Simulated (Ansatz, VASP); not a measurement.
# Two plane-wave programs on W

```
W
1.0
     0.00000    2.00256    2.00256
     2.00256    0.00000    2.00256
     2.00256    2.00256    0.00000
W
1
Direct
  0.00000 0.00000 0.00000
```

Alike in both runs: task single point; functional r2SCAN; k mesh 12 × 12 × 12; occupations fermi-dirac, width 0.1 eV; no spin polarisation.

|  | VASP | Ansatz |
| --- | --- | --- |
| version | VASP 6.6.1 | Ansatz 0.2.0 |
| potentials or method | VASP PAW PBE potentials, release 64 (W_sv), cutoff 520 eV | plane waves, PAW |
| valence electrons in the cell | 14 | 14 |

Ansatz gave:

* pressure (GPa): 2.5

Task: Estimate VASP's values.

Result: Pressure (GPa): 3.7.

VASP's potentials were made for PBE, not for r2SCAN. The functional is the same, so the differences come from potentials, cutoffs and numerics.

Neither program's run includes spin-orbit coupling.
